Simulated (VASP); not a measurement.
# PbS (Fm-3m) in VASP: single point with HSE06

Aim: the single point of PbS with HSE06.

All numbers are computed with VASP 6.6.1; they aren't measurements. Logs are shortened: lines on timing, memory, paths and dates and some standing lists are left out, and cuts for length are marked.

**1. The cell of the first run**

It takes space group Fm-3m (No. 225, cubic). The conventional cell has a = 5.974 Å, b = 5.974 Å, c = 5.974 Å, α = 90.00°, β = 90.00°, γ = 90.00°. Within 3.9 Å of Pb (site symmetry m-3m) lie 6 S at 2.99 Å. S (site symmetry m-3m) has 6 Pb at 2.99 Å within 3.9 Å.

**2. Single point, HSE06**

Input file POSCAR:

```
PbS
1.0
    0.0000000000      2.9872326717      2.9872326717
    2.9872326717      0.0000000000      2.9872326717
    2.9872326717      2.9872326717      0.0000000000
Pb S
1 1
Direct
    0.0000000000      0.0000000000      0.0000000000
    0.5000000000      0.5000000000      0.5000000000
```

Input file INCAR.step1:

```
PREC = Accurate
ENCUT = 520
EDIFF = 1E-5
ISMEAR = 0
SIGMA = 0.01
LREAL = F
LASPH = T
NELM = 100
ALGO = Normal
ISIF = 2
LWAVE = T
LCHARG = F
GGA = PE
NBANDS = 17
```

Input file INCAR.step2:

```
PREC = Accurate
ENCUT = 520
EDIFF = 1E-6
ISMEAR = 0
SIGMA = 0.01
LREAL = F
LASPH = T
NELM = 100
ALGO = Normal
ISIF = 2
LWAVE = F
LCHARG = F
GGA = PE
LHFCALC = T
HFSCREEN = 0.2079
PRECFOCK = Normal
ISTART = 1
NBANDS = 17
```

Input file KPOINTS:

```
Automatic mesh
0
Gamma
  6 6 6
```

Potentials or basis: VASP PAW PBE potentials, release 64 (Pb_d, S).

Command:

```sh
cat potpaw_PBE.64/Pb_d/POTCAR potpaw_PBE.64/S/POTCAR > POTCAR
cp INCAR.step1 INCAR
mpirun -np 1 vasp_std > vasp.out
cp INCAR.step2 INCAR
mpirun -np 1 vasp_std > vasp.out
```

OUTCAR:

```text
PREC = Accurate
   ENCUT = 520
   EDIFF = 1E-6
   ISMEAR = 0
   LREAL = F
   LASPH = T
   NELM = 100
   ISIF = 2
   GGA = PE
   LHFCALC = T
   HFSCREEN = 0.2079
   PRECFOCK = Normal
   ISTART = 1

 ion  position               nearest neighbor table
   1  0.000  0.000  0.000-   2 2.99   2 2.99   2 2.99   2 2.99   2 2.99   2 2.99
   2  0.500  0.500  0.500-   1 2.99   1 2.99   1 2.99   1 2.99   1 2.99   1 2.99

  LATTYP: Found a face centered cubic cell.
 ALAT       =     5.9744653434

  Lattice vectors:

 A1 = (   0.0000000000,   2.9872326717,   2.9872326717)
 A2 = (   2.9872326717,   0.0000000000,   2.9872326717)
 A3 = (   2.9872326717,   2.9872326717,   0.0000000000)

Analysis of symmetry for initial positions (statically):
=====================================================================
 Subroutine PRICEL returns:
 Original cell was already a primitive cell.

 Routine SETGRP: Setting up the symmetry group for a
 face centered cubic supercell.

 Subroutine GETGRP returns: Found 48 space group operations
 (whereof 48 operations were pure point group operations)
 out of a pool of 48 trial point group operations.

The static configuration has the point symmetry O_h .

Analysis of symmetry for dynamics (positions and initial velocities):
=====================================================================
 Subroutine PRICEL returns:
 Original cell was already a primitive cell.

 Routine SETGRP: Setting up the symmetry group for a
 face centered cubic supercell.

 Subroutine GETGRP returns: Found 48 space group operations
 (whereof 48 operations were pure point group operations)
 out of a pool of 48 trial point group operations.

The dynamic configuration has the point symmetry O_h .

 Subroutine INISYM returns: Found 48 space group operations
 (whereof 48 operations are pure point group operations),
 and found     1 'primitive' translations

----------------------------------------------------------------------------------------

                                     Primitive cell

  volume of cell :      53.3135

  direct lattice vectors                    reciprocal lattice vectors
     0.000000000  2.987232672  2.987232672    -0.167378994  0.167378994  0.167378994
     2.987232672  0.000000000  2.987232672     0.167378994 -0.167378994  0.167378994
     2.987232672  2.987232672  0.000000000     0.167378994  0.167378994 -0.167378994

  length of vectors
     4.224584958  4.224584958  4.224584958     0.289908922  0.289908922  0.289908922

  position of ions in fractional coordinates (direct lattice)
     0.000000000  0.000000000  0.000000000
     0.500000000  0.500000000  0.500000000

  ion indices of the primitive-cell ions
   primitive index   ion index
                 1           1
                 2           2

----------------------------------------------------------------------------------------

 KPOINTS: Automatic mesh

Automatic generation of k-mesh.
 Grid dimensions read from file:
 generate k-points for:    6    6    6

 Generating k-lattice:

  Cartesian coordinates                     Fractional coordinates (reciprocal lattice)
    -0.027896499  0.027896499  0.027896499     0.166666667  0.000000000  0.000000000
     0.027896499 -0.027896499  0.027896499     0.000000000  0.166666667  0.000000000
     0.027896499  0.027896499 -0.027896499     0.000000000  0.000000000  0.166666667

  Length of vectors
     0.048318154  0.048318154  0.048318154

  Shift w.r.t. Gamma in fractional coordinates (k-lattice)
     0.000000000  0.000000000  0.000000000

 Subroutine IBZKPT returns following result:
 ===========================================

 Found     16 irreducible k-points:

 Following reciprocal coordinates:
            Coordinates               Weight
  0.000000  0.000000  0.000000      1.000000
  0.166667  0.000000  0.000000      8.000000
  0.333333  0.000000  0.000000      8.000000
  0.500000  0.000000  0.000000      4.000000
  0.166667  0.166667  0.000000      6.000000
  0.333333  0.166667  0.000000     24.000000
[... 8 lines left out ...]
 -0.333333  0.333333  0.166667     24.000000
 -0.333333  0.500000  0.166667     12.000000
   k-points           NKPTS =     16   k-points in BZ     NKDIM =    216   number of bands    NBANDS=     17
   number of dos      NEDOS =    301   number of ions     NIONS =      2
   total plane-waves  NPLWV =  32768
   dimension x,y,z NGX =    32 NGY =   32 NGZ =   32
   dimension x,y,z NGXF=    64 NGYF=   64 NGZF=   64
   ions per type =               1   1
   NGX,Y,Z   is equivalent  to a cutoff of  12.59, 12.59, 12.59 a.u.
   NGXF,Y,Z  is equivalent  to a cutoff of  25.19, 25.19, 25.19 a.u.
 SYSTEM =  unknown system
   PREC   = accura    normal or accurate (medium, high low for compatibility)
   ISTART =      1    job   : 0-new  1-cont  2-samecut
   ICHARG =      0    charge: 1-file 2-atom 10-const
   ISPIN  =      1    spin polarized calculation?
   LNONCOLLINEAR =      F non collinear calculations
   LSORBIT =      F    spin-orbit coupling
   LASPH  =      T    aspherical Exc in radial PAW
   ENCUT  =  520.0 eV  38.22 Ry    6.18 a.u.   7.85  7.85  7.85*2*pi/ulx,y,z
   NELM   =    100;   NELMIN=  2; NELMDL=  0     # of ELM steps
   EDIFF  = 0.1E-05   stopping-criterion for ELM
   LREAL  =      F    real-space projection
   EDIFFG = 0.1E-04   stopping-criterion for IOM
   NSW    =      0    number of steps for IOM
   IBRION =     -1    ionic relax: 0-MD 1-quasi-New 2-CG
   NFREE  =      0    steps in history (QN), initial steepest desc. (CG)
   ISIF   =      2    stress and relaxation
   ISYM   =      3    0-nonsym 1-usesym 2-fastsym
   POTIM  = 0.5000    time-step for ionic-motion
   TEBEG  =    0.0;   TEEND  =   0.0 temperature during run
   PSTRESS=    0.0 pullay stress
   NELECT =      20.0000    total number of electrons
   NUPDOWN=      -1.0000    fix difference up-down
   EMIN   =  10.00;   EMAX   =-10.00  energy-range for DOS
   EFERMI =   0.00;   METHOD = LEGACY
   ISMEAR =     0;   SIGMA  =   0.01  broadening in eV -4-tet -1-fermi 0-gaus
   EFERMI_NEDOS =   21; number of points for ismear=-14 and -15
   IALGO  =     38    algorithm
   IMIX   =      1    mixing-type and parameters
     AMIX     =   0.40;   BMIX     =  1.00
     AMIX_MAG =   1.60;   BMIX_MAG =  1.00
  volume/ion in A,a.u.               =      26.66       179.89
  Fermi-wavevector in a.u.,A,eV,Ry     =   1.180699  2.231197 18.967196  1.394050
  Thomas-Fermi vector in A             =   2.316986
   LORBIT       =      0    0 simple, 1 ext, 2 COOP (PROOUT), +10 PAW based schemes
   GGA     = PE    functional components
   LHFCALC =     T    Hartree Fock is set to
   PRECFOCK=normal    Normal, Fast or Accurate (Low or Medium for compatibility)
   ENCUT4O =  -1.0   cutoff for four orbital integrals eV
   NKREDX  =     1    reduce k-point grid by
   NKREDY  =     1    reduce k-point grid by
   NKREDZ  =     1    reduce k-point grid by
   AEXX    =    0.2500 exact exchange contribution
   HFSCREEN=    0.2079 screening length (either q_TF or 0.3 A-1)
   HFSCREENC=   0.2079 screening length for correlation (either q_TF or 0.3 A-1)
   ENCUTFOCK=  -1.0 apply spherical cutoff to Coloumb kernel
   IVDW    =     0    specifies the selected vdW correction
   LEPSILON=     F    determine dielectric tensor
   LRPA    =     F    only Hartree local field effects (RPA)
 non-spin polarized calculation
 Gauss-broadening in eV      SIGMA  =   0.01
  energy-cutoff  :      520.00
  volume of cell :       53.31
 maximum number of plane-waves:      1459
  NGX = 24; NGY = 24; NGZ = 24

 number of electron      20.0000001 magnetization

 Free energy of the ion-electron system (eV)
  ---------------------------------------------------
  ext. energy  EPLUGINS =         0.00000000
  ---------------------------------------------------
  free energy    TOTEN  =       -10.40767310 eV

  energy without entropy =      -10.40767310  energy(sigma->0) =      -10.40767310

 E-fermi :   5.3213     XC(G=0):  -7.9649

 val. band max:        5.2301558448   @ k =   0.5000   0.0000   0.0000
 cond. band min:       6.1127743854   @ k =   0.5000   0.0000   0.0000
 fundamental gap:      0.8826185406
 Fermi energy:         5.3213113872

 k-point     1 :       0.0000    0.0000    0.0000
  band No.  band energies     occupation
      1     -13.3026      2.00000
      2     -13.3026      2.00000
      3     -13.3026      2.00000
      4     -13.2974      2.00000
      5     -13.2974      2.00000
      6      -9.6865      2.00000
[... 9 lines left out ...]
     16      12.7316      0.00000
     17      14.6571      0.00000

 k-point     2 :       0.1667    0.0000    0.0000
  band No.  band energies     occupation
      1     -13.3067      2.00000
      2     -13.3067      2.00000
      3     -13.3017      2.00000
      4     -13.2911      2.00000
      5     -13.2911      2.00000
      6      -9.4444      2.00000
[... 9 lines left out ...]
     16      13.3718      0.00000
     17      16.5477      0.00000

 k-point     3 :       0.3333    0.0000    0.0000
  band No.  band energies     occupation
      1     -13.3227      2.00000
      2     -13.3227      2.00000
      3     -13.3005      2.00000
      4     -13.2707      2.00000
      5     -13.2707      2.00000
      6      -8.8394      2.00000
[... 9 lines left out ...]
     16      14.8650      0.00000
     17      18.4033      0.00000

 k-point     4 :       0.5000    0.0000    0.0000
  band No.  band energies     occupation
      1     -13.3307      2.00000
      2     -13.3307      2.00000
      3     -13.3002      2.00000
      4     -13.2603      2.00000
      5     -13.2603      2.00000
      6      -8.4272      2.00000
[... 9 lines left out ...]
     16      16.3802      0.00000
     17      16.7078      0.00000

 k-point     5 :       0.1667    0.1667    0.0000
  band No.  band energies     occupation
      1     -13.3221      2.00000
      2     -13.3084      2.00000
      3     -13.2915      2.00000
      4     -13.2894      2.00000
      5     -13.2894      2.00000
      6      -9.3574      2.00000
[... 9 lines left out ...]
     16      14.6244      0.00000
     17      15.5910      0.00000

 k-point     6 :       0.3333    0.1667    0.0000
  band No.  band energies     occupation
      1     -13.3484      2.00000
      2     -13.3071      2.00000
      3     -13.3011      2.00000
      4     -13.2774      2.00000
      5     -13.2676      2.00000
      6      -8.8570      2.00000
[... 9 lines left out ...]
     16      15.8016      0.00000
     17      17.6281      0.00000

 k-point     7 :       0.5000    0.1667    0.0000
  band No.  band energies     occupation
      1     -13.3574      2.00000
      2     -13.3155      2.00000
      3     -13.2968      2.00000
      4     -13.2716      2.00000
      5     -13.2582      2.00000
      6      -8.3273      2.00000
[... 9 lines left out ...]
     16      16.6579      0.00000
     17      17.0752      0.00000

 k-point     8 :      -0.3333    0.1667    0.0000
  band No.  band energies     occupation
      1     -13.3418      2.00000
      2     -13.3212      2.00000
      3     -13.2936      2.00000
      4     -13.2706      2.00000
      5     -13.2695      2.00000
      6      -8.4715      2.00000
[... 9 lines left out ...]
     16      16.1806      0.00000
     17      17.4022      0.00000
[... 43 lines left out ...]
      1     -13.4195      2.00000
      2     -13.3149      2.00000
      3     -13.2863      2.00000
      4     -13.2579      2.00000
      5     -13.2523      2.00000
      6      -8.1039      2.00000
[... 9 lines left out ...]
     16      17.5812      0.00000
     17      18.0749      0.00000

 k-point    12 :      -0.3333    0.3333    0.0000
  band No.  band energies     occupation
      1     -13.3889      2.00000
      2     -13.3036      2.00000
      3     -13.2937      2.00000
      4     -13.2724      2.00000
      5     -13.2599      2.00000
      6      -8.0736      2.00000
[... 9 lines left out ...]
     16      16.3135      0.00000
     17      18.1079      0.00000

 k-point    13 :       0.5000    0.5000    0.0000
  band No.  band energies     occupation
      1     -13.4516      2.00000
      2     -13.3257      2.00000
      3     -13.2739      2.00000
      4     -13.2471      2.00000
      5     -13.2471      2.00000
      6      -7.9776      2.00000
[... 9 lines left out ...]
     16      18.5455      0.00000
     17      18.6252      0.00000

 k-point    14 :       0.5000    0.3333    0.1667
  band No.  band energies     occupation
      1     -13.3773      2.00000
      2     -13.3035      2.00000
      3     -13.3027      2.00000
      4     -13.2675      2.00000
      5     -13.2622      2.00000
      6      -8.3666      2.00000
[... 9 lines left out ...]
     16      16.8156      0.00000
     17      17.1153      0.00000

 k-point    15 :      -0.3333    0.3333    0.1667
  band No.  band energies     occupation
      1     -13.3876      2.00000
      2     -13.3074      2.00000
      3     -13.2869      2.00000
      4     -13.2826      2.00000
      5     -13.2539      2.00000
      6      -8.0732      2.00000
[... 9 lines left out ...]
     16      17.6781      0.00000
     17      17.9703      0.00000

 k-point    16 :      -0.3333    0.5000    0.1667
  band No.  band energies     occupation
      1     -13.4206      2.00000
      2     -13.3070      2.00000
      3     -13.2913      2.00000
      4     -13.2677      2.00000
      5     -13.2471      2.00000
      6      -7.9538      2.00000
[... 9 lines left out ...]
     16      18.0634      0.00000
     17      18.6221      0.00000

------------------------ aborting loop because EDIFF is reached ----------------------------------------

  FORCE on cell =-STRESS in cart. coord.  units (eV):
  Direction    XX          YY          ZZ          XY          YZ          ZX
  --------------------------------------------------------------------------------------
  -------------------------------------------------------------------------------------
  Total       -0.0967090     -0.0967090     -0.0967090      0.0000000      0.0000000     -0.0000000
  in kB       -2.9063001     -2.9063001     -2.9063001      0.0000000      0.0000000     -0.0000000
  external PRESSURE =      -2.9063001 kB  Pullay stress =       0.0000000 kB

 VOLUME and BASIS-vectors are now :
 -----------------------------------------------------------------------------
  energy-cutoff  :      520.00
  volume of cell :       53.31
      direct lattice vectors                 reciprocal lattice vectors
     0.000000000  2.987232672  2.987232672    -0.167378994  0.167378994  0.167378994
     2.987232672  0.000000000  2.987232672     0.167378994 -0.167378994  0.167378994
     2.987232672  2.987232672  0.000000000     0.167378994  0.167378994 -0.167378994

 POSITION                                       TOTAL-FORCE (eV/Angst)
 -----------------------------------------------------------------------------------
      0.00000      0.00000      0.00000        -0.000000     -0.000000     -0.000000
      2.98723      2.98723      2.98723         0.000000      0.000000      0.000000
 -----------------------------------------------------------------------------------
    total drift:                               -0.000003     -0.000001     -0.000002

  FREE ENERGIE OF THE ION-ELECTRON SYSTEM (eV)
  ---------------------------------------------------
  free  energy   TOTEN  =       -10.4076731048 eV

  energy  without entropy=      -10.4076731048  energy(sigma->0) =      -10.40767310
```

It took 43 min on 1 thread of Intel Xeon Platinum 8259CL at 2.50GHz (Skylake/Cascade Lake), shared host; peak memory 0.31 GiB.

What came out:

```
Free energy            : -10.4077 eV
Pressure               : -0.3 GPa
Band gap on the k mesh : 0.88 eV
```

Caveat: the PAW data sets were made with another functional, which shifts forces and pressure a little; spin-orbit coupling is left out, which moves the levels of the heavy elements.
